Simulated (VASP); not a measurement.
# MgI2 (Fm-3m) in VASP: vibrations by perturbation theory with PBEsol

Aim: the vibrations by perturbation theory of MgI2 with PBEsol.

All numbers are computed with VASP 6.6.1; they aren't measurements. Logs are shortened: lines on timing, memory, paths and dates and some standing lists are left out, and cuts for length are marked.

### 1 The cell of the first run

Symmetry: Fm-3m, No. 225, cubic system. The conventional cell has a = 7.414 Å, b = 7.414 Å, c = 7.414 Å, α = 90.00°, β = 90.00°, γ = 90.00°. Within 4.2 Å of Mg (site symmetry m-3m) lie 8 I at 3.21 Å. Within 4.2 Å of I (site symmetry -43m) lie 4 Mg at 3.21 Å and 6 I at 3.71 Å.

### 2 Vibrations by perturbation theory, PBEsol

Contents of INCAR:

```
  ALGO = Normal
  EDIFF = 1E-8
  ENCUT = 520
  GGA = PS
  IBRION = 8
  ISIF = 2
  ISMEAR = 0
  LASPH = T
  LCHARG = F
  LEPSILON = T
  LREAL = F
  LWAVE = F
  NBANDS = 15
  NELM = 100
  NSW = 1
  PREC = Accurate
  SIGMA = 0.01
```

Contents of KPOINTS:

```
k-points
0
Gamma
  6 6 6
```

Contents of POSCAR:

```
MgI2
1.0
    0.0000000000      3.7067824609      3.7067824609
    3.7067824609      0.0000000000      3.7067824609
    3.7067824609      3.7067824609      0.0000000000
Mg I
1 2
Direct
    0.0000000000      0.0000000000      0.0000000000
    0.2500000000      0.2500000000      0.2500000000
    0.7500000000      0.7500000000      0.7500000000
```

Potentials or basis: VASP PAW PBE potentials, release 64 (Mg, I).

On the command line:

```
> cat potpaw_PBE.64/Mg/POTCAR potpaw_PBE.64/I/POTCAR > POTCAR
> mpirun -np 1 vasp_std > vasp.out
```

OUTCAR:

```text
EDIFF = 1E-8
   ENCUT = 520
   GGA = PS
   IBRION = 8
   ISIF = 2
   ISMEAR = 0
   LASPH = T
   LEPSILON = T
   LREAL = F
   NELM = 100
   NSW = 1
   PREC = Accurate

 ion  position               nearest neighbor table
   1  0.000  0.000  0.000-   2 3.21   3 3.21   3 3.21   3 3.21   3 3.21   2 3.21   2 3.21   2 3.21

   2  0.250  0.250  0.250-   1 3.21   1 3.21   1 3.21   1 3.21
   3  0.750  0.750  0.750-   1 3.21   1 3.21   1 3.21   1 3.21

  LATTYP: Found a face centered cubic cell.
 ALAT       =     7.4135649218

  Lattice vectors:

 A1 = (   0.0000000000,   3.7067824609,   3.7067824609)
 A2 = (   3.7067824609,   0.0000000000,   3.7067824609)
 A3 = (   3.7067824609,   3.7067824609,   0.0000000000)

Analysis of symmetry for initial positions (statically):
=====================================================================
 Subroutine PRICEL returns:
 Original cell was already a primitive cell.

 Routine SETGRP: Setting up the symmetry group for a
 face centered cubic supercell.

 Subroutine GETGRP returns: Found 48 space group operations
 (whereof 48 operations were pure point group operations)
 out of a pool of 48 trial point group operations.

The static configuration has the point symmetry O_h .

Analysis of symmetry for dynamics (positions and initial velocities):
=====================================================================
 Subroutine PRICEL returns:
 Original cell was already a primitive cell.

 Routine SETGRP: Setting up the symmetry group for a
 face centered cubic supercell.

 Subroutine GETGRP returns: Found 48 space group operations
 (whereof 48 operations were pure point group operations)
 out of a pool of 48 trial point group operations.

The dynamic configuration has the point symmetry O_h .

 Subroutine INISYM returns: Found 48 space group operations
 (whereof 48 operations are pure point group operations),
 and found     1 'primitive' translations

----------------------------------------------------------------------------------------

                                     Primitive cell

  volume of cell :     101.8641

  direct lattice vectors                    reciprocal lattice vectors
     0.000000000  3.706782461  3.706782461    -0.134887873  0.134887873  0.134887873
     3.706782461  0.000000000  3.706782461     0.134887873 -0.134887873  0.134887873
     3.706782461  3.706782461  0.000000000     0.134887873  0.134887873 -0.134887873

  length of vectors
     5.242182029  5.242182029  5.242182029     0.233632649  0.233632649  0.233632649

  position of ions in fractional coordinates (direct lattice)
     0.000000000  0.000000000  0.000000000
     0.250000000  0.250000000  0.250000000
     0.750000000  0.750000000  0.750000000

  ion indices of the primitive-cell ions
   primitive index   ion index
                 1           1
                 2           2
                 3           3

----------------------------------------------------------------------------------------

 KPOINTS: k-points

Automatic generation of k-mesh.
 Grid dimensions read from file:
 generate k-points for:    6    6    6

 Generating k-lattice:

  Cartesian coordinates                     Fractional coordinates (reciprocal lattice)
    -0.022481312  0.022481312  0.022481312     0.166666667  0.000000000  0.000000000
     0.022481312 -0.022481312  0.022481312     0.000000000  0.166666667  0.000000000
     0.022481312  0.022481312 -0.022481312     0.000000000  0.000000000  0.166666667

  Length of vectors
     0.038938775  0.038938775  0.038938775

  Shift w.r.t. Gamma in fractional coordinates (k-lattice)
     0.000000000  0.000000000  0.000000000

 Subroutine IBZKPT returns following result:
[... 399 lines left out ...]
 -----------------------------------------------------------------------------------
    total drift:                                0.000000     -0.000000      0.000000

  FREE ENERGIE OF THE ION-ELECTRON SYSTEM (eV)
  ---------------------------------------------------
  free  energy   TOTEN  =        -7.1642114355 eV

  energy  without entropy=       -7.1642114355  energy(sigma->0) =       -7.16421144

 HEAD OF MICROSCOPIC STATIC DIELECTRIC TENSOR (INDEPENDENT PARTICLE, excluding Hartree and local field effects)
 ------------------------------------------------------
           6.259544     0.000000     0.000000
          -0.000000     6.259544     0.000000
          -0.000000     0.000000     6.259544
 ------------------------------------------------------

 Free energy of the ion-electron system (eV)
  ---------------------------------------------------
  ---------------------------------------------------
  free energy    TOTEN  =        -1.42178445 eV

  energy without entropy =       -1.42178445

------------------------ aborting loop because EDIFF is reached ----------------------------------------

--------------------------------------- Ionic step        2  -------------------------------------------

------------------------ aborting loop because EDIFF is reached ----------------------------------------

--------------------------------------- Ionic step        3  -------------------------------------------

------------------------ aborting loop because EDIFF is reached ----------------------------------------

 PIEZOELECTRIC TENSOR FIELD DIRECTION 3  (e Angst)
 -----------------------------------------------------------------------------
     0.00085  0.00000  0.00000           (  0.00000  0.00000 -0.00000)
     0.00000  0.00085 -0.00000           (  0.00000  0.00000  0.00000)
    -0.00000  0.00000 -0.00230           ( -0.00000  0.00000  0.00002)

 PIEZOELECTRIC TENSOR FIELD DIRECTION 3  (C/m^2)
 -----------------------------------------------------------------------------
     0.00013  0.00000  0.00000
     0.00000  0.00013 -0.00000
    -0.00000  0.00000 -0.00036

--------------------------------------- Ionic step        4  -------------------------------------------

------------------------ aborting loop because EDIFF is reached ----------------------------------------

[... ionic steps 5 to 6 ...]

--------------------------------------- Ionic step        7  -------------------------------------------

 Free energy of the ion-electron system (eV)
  ---------------------------------------------------
  ---------------------------------------------------
  free energy    TOTEN  =        -0.08694558 eV

  energy without entropy =       -0.08694558

------------------------ aborting loop because EDIFF is reached ----------------------------------------

 INTERNAL STRAIN TENSOR  FOR ION    2  DIRECTION 1   (eV/Angst):
 -----------------------------------------------------------------------------
     0.00025  0.00000  0.00000
     0.00000 -0.00112  1.02100
     0.00000  1.02100 -0.00112

 MACROSCOPIC STATIC DIELECTRIC TENSOR (including local field effects in DFT)
 ------------------------------------------------------
           5.596136     0.000000    -0.000000
           0.000000     5.596136    -0.000000
           0.000000     0.000000     5.596136
 ------------------------------------------------------

 PIEZOELECTRIC TENSOR (including local field effects)  for field in x, y, z        (e  Angst)
          XX          YY          ZZ          XY          YZ          ZX
  --------------------------------------------------------------------------------
  x     0.00000     0.00000     0.00000     0.00000     0.00000     0.00000
  y     0.00000     0.00000     0.00000     0.00000     0.00000     0.00000
  z     0.00000     0.00000     0.00000     0.00000     0.00000     0.00000

 PIEZOELECTRIC TENSOR (including local field effects)  for field in x, y, z        (C/m^2)
          XX          YY          ZZ          XY          YZ          ZX
  --------------------------------------------------------------------------------
  x     0.00000     0.00000     0.00000     0.00000     0.00000     0.00000
  y     0.00000     0.00000     0.00000     0.00000     0.00000     0.00000
  z     0.00000     0.00000     0.00000     0.00000     0.00000     0.00000

 BORN EFFECTIVE CHARGES (including local field effects) (in |e|, cummulative output)
 ---------------------------------------------------------------------------------
 ion    1
    1     2.91082     0.00000     0.00000
    2     0.00000     2.91082     0.00000
    3     0.00000     0.00000     2.91082
 ion    2
    1    -1.45541     0.00000     0.00000
    2     0.00000    -1.45541     0.00000
    3     0.00000     0.00000    -1.45541
 ion    3
    1    -1.45541     0.00000     0.00000
    2     0.00000    -1.45541     0.00000
    3     0.00000     0.00000    -1.45541

 INTERNAL STRAIN TENSOR FOR ION    3 for displacements in x,y,z  (eV/Angst):
          X           Y           Z          XY          YZ          ZX
  --------------------------------------------------------------------------------
  x     0.00000     0.00000     0.00000     0.00000    -1.02100     0.00000
  y     0.00000     0.00000     0.00000     0.00000     0.00000    -1.02100
  z     0.00000     0.00000     0.00000    -1.02100     0.00000     0.00000

 SECOND DERIVATIVES (NOT SYMMETRIZED)
 ------------------------------------
               1X          1Y          1Z          2X          2Y          2Z          3X          3Y          3Z
  1X    -0.135756    0.000000    0.000000    0.067878    0.000000    0.000000    0.067878    0.000000    0.000000
  1Y     0.000000   -0.135756    0.000000    0.000000    0.067878    0.000000    0.000000    0.067878    0.000000
  1Z     0.000000    0.000000   -0.135756    0.000000    0.000000    0.067878    0.000000    0.000000    0.067878
  2X     0.065393   -0.000000   -0.000000   -1.678190    0.000000    0.000000    1.612797    0.000000    0.000000
  2Y    -0.000000    0.065393    0.000000    0.000000   -1.678190    0.000000    0.000000    1.612797    0.000000
  2Z    -0.000000    0.000000    0.065393    0.000000    0.000000   -1.678190    0.000000    0.000000    1.612797
  3X     0.065393   -0.000000   -0.000000    1.612797    0.000000    0.000000   -1.678190    0.000000    0.000000
  3Y    -0.000000    0.065393    0.000000    0.000000    1.612797    0.000000    0.000000   -1.678190    0.000000
  3Z    -0.000000    0.000000    0.065393    0.000000    0.000000    1.612797    0.000000    0.000000   -1.678190

 Eigenvectors and eigenvalues of the dynamical matrix
 ----------------------------------------------------

   1 f  =    2.517539 THz    15.818164 2PiTHz   83.976063 cm-1    10.411700 meV
             X         Y         Z           dx          dy          dz
      0.000000  0.000000  0.000000    -0.000000   -0.000000    0.000000
      1.853391  1.853391  1.853391     0.707098   -0.003546   -0.000000
      5.560174  5.560174  5.560174    -0.707098    0.003546   -0.000000
[... 43 lines left out ...]
   9 f/i=    0.006332 THz     0.039786 2PiTHz    0.211219 cm-1     0.026188 meV
             X         Y         Z           dx          dy          dz
      0.000000  0.000000  0.000000    -0.001710   -0.288495   -0.035407
      1.853391  1.853391  1.853391    -0.003980   -0.671527   -0.082416
      5.560174  5.560174  5.560174    -0.003980   -0.671527   -0.082416

--------------------------------------------------------------------------------------------------------

 MACROSCOPIC STATIC DIELECTRIC TENSOR IONIC CONTRIBUTION
 ------------------------------------------------------
         112.222989    -0.000000    -0.000000
          -0.000000   112.222989    -0.000000
          -0.000000    -0.000000   112.222989
 ------------------------------------------------------

 ELASTIC MODULI CONTR FROM IONIC RELAXATION (kBar)
 Direction    XX          YY          ZZ          XY          YZ          ZX
 --------------------------------------------------------------------------------
 XX           0.0000      0.0000      0.0000      0.0000      0.0000      0.0000
 YY           0.0000      0.0000      0.0000      0.0000      0.0000      0.0000
 ZZ           0.0000      0.0000      0.0000      0.0000      0.0000      0.0000
 XY           0.0000      0.0000      0.0000     -9.9642      0.0000     -0.0000
 YZ           0.0000      0.0000      0.0000      0.0000     -9.9642      0.0000
 ZX           0.0000      0.0000      0.0000     -0.0000      0.0000     -9.9642
 --------------------------------------------------------------------------------

 PIEZOELECTRIC TENSOR IONIC CONTR  for field in x, y, z        (C/m^2)
          XX          YY          ZZ          XY          YZ          ZX
  --------------------------------------------------------------------------------
  x     0.00000     0.00000     0.00000     0.00000     0.00000    -0.00000
  y     0.00000     0.00000     0.00000     0.00000    -0.00000    -0.00000
  z     0.00000     0.00000     0.00000     0.00000     0.00000     0.00000
```

Run time: 17 min. Hardware: 1 thread of AMD EPYC 7R13, shared host; peak memory 0.43 GiB.

What came out:

```
Electronic dielectric tensor (diagonal)                 : 5.60
Born charges (mean of the diagonal)                     : Mg +2.91; I -1.46 e
Highest phonon frequency at Γ, LO-TO splitting left out : 84 cm⁻¹
```

Phonon frequencies in cm⁻¹ (negative: imaginary):
| q point | frequencies |
| --- | --- |
| (0.000, 0.000, 0.000) | 0 0 0 41 41 41 84 84 84 |

Electronic dielectric tensor:
```
5.60 0.00 0.00
0.00 5.60 0.00
0.00 0.00 5.60
```

Born effective charge tensors (e):
atom 1, Mg
```
2.91 0.00 0.00
0.00 2.91 0.00
0.00 0.00 2.91
```
atom 2, I
```
-1.46  0.00  0.00
 0.00 -1.46  0.00
 0.00  0.00 -1.46
```
atom 3, I
```
-1.46  0.00  0.00
 0.00 -1.46  0.00
 0.00  0.00 -1.46
```

Caveat: the structure was generated, so it needn't be the stable form of MgI2; spin-orbit coupling is left out, which moves the levels of the heavy elements.
